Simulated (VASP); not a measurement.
# Mo: single point with PBEsol

Crystal: Mo.

```
CELL_PARAMETERS angstrom
2.46196 0.00000 0.00000
-1.23098 2.60592 0.00000
0.00000 0.00000 2.55518
ATOMIC_POSITIONS crystal
Mo 0.00000 0.00000 0.50000
```

This cell differs from its parent crystal: strain -0.1000 x Voigt [1, -1, 0, 0, 0, 0].

- Program: VASP 6.6.1
- Task: single point
- Functional: PBEsol
- Potentials or basis: VASP PAW PBE potentials, release 64 (Mo_sv)
- Cutoff: 520 eV
- k mesh: 18 × 18 × 18
- Occupations: gaussian, width 0.15 eV
- Spin: no spin polarisation

* Pressure: 3.7 GPa
* Band gap on the k mesh: zero (bands 7 and 8 overlap by 2.42 eV)

Stress tensor (GPa, compression positive):
```
23.81  0.00  0.00
 0.00 -6.87  0.00
 0.00  0.00 -5.73
```

Levels at points of the mesh, in eV from the Fermi level:
```csv
k point,band 5,band 6,band 7,band 8,band 9,band 10
"(0.00, 0.00, 0.00)",-6.86,-4.52,-3.00,1.35,3.57,4.79
"(0.50, 0.00, 0.00)",-5.12,-2.78,0.40,1.87,3.17,3.84
"(0.00, 0.50, 0.00)",-5.01,-3.83,-0.26,1.06,4.28,4.50
"(0.00, 0.00, 0.50)",-3.84,-2.13,-0.11,-0.02,1.79,2.02
"(0.50, 0.00, 0.50)",-5.68,-3.56,-0.98,4.01,6.88,7.21
"(0.00, 0.50, 0.50)",-5.48,-3.81,1.21,4.63,5.45,5.62
```

It took 100 s on 1 thread of Intel(R) Xeon(R) Platinum 8488C (Sapphire Rapids), with other jobs on the host, peak memory 0.28 GiB.

Caveat: the cell differs from its parent crystal (strain -0.1000 x Voigt [1, -1, 0, 0, 0, 0]); the cell stands under pressure; the PAW data sets were made with another functional, which shifts forces and pressure a little.
